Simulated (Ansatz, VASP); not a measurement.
## SnTe: VASP beside Ansatz

Contents of INCAR:

```
SYSTEM = SnTe
  ALGO = Normal
  EDIFF = 1E-6
  ENCUT = 520
  GGA = PE
  ISIF = 2
  ISMEAR = 1
  LASPH = .True.
  LCHARG = .False.
  LREAL = .False.
  LWAVE = .False.
  NBANDS = 17
  NELM = 100
  PREC = Accurate
  SIGMA = 0.025
```

File KPOINTS:

```
k-points
0
Gamma
  11 11 11
  0 0 0
```

Contents of POSCAR:

```
SnTe
1.0
    0.0000000000      3.1565000000      3.1565000000
    3.1565000000      0.0000000000      3.1565000000
    3.1565000000      3.1565000000      0.0000000000
Sn Te
1 1
Direct
    0.0000000000      0.0000000000      0.0000000000
    0.5000000000      0.5000000000      0.5000000000
```

Input for Ansatz:

```yaml
crystal:
  lattice:
    - [0.0, 3.1565, 3.1565]
    - [3.1565, 0.0, 3.1565]
    - [3.1565, 3.1565, 0.0]
  atoms:
    - { symbol: Sn, position: [0.0, 0.0, 0.0] }
    - { symbol: Te, position: [0.5, 0.5, 0.5] }
kpoints:
  mp_grid: { grid: [11, 11, 11] }
scf:
  occupations: { method: cold, width: 0.025 }
  algorithm: direct_min
hamiltonian:
  xc: pbe
  pseudopotentials: { kind: all_electron, lapw: { basis_error: 0.00025 } }
output:
  forces: true
  stress: true
  eigenvalues: true
basis:
  xc_grid: 3
```

Alike in both runs: task single point; functional PBE; k mesh 11 × 11 × 11; no spin polarisation.

```csv
,VASP,Ansatz
version,VASP 6.6.1,Ansatz 0.2.0
potentials or method,"VASP PAW PBE potentials, release 64 (Sn_d, Te), cutoff 520 eV","all-electron LAPW, scalar-relativistic"
occupations,"methfessel-paxton of order 1, width 0.025 eV","cold, width 0.025 eV"
```

```tsv
	VASP	Ansatz	Ansatz less VASP
pressure (GPa)	2.0	2.0	+0.07
```

Ansatz ran all-electron here, and VASP with PAW potentials.

Spin-orbit coupling is off throughout.
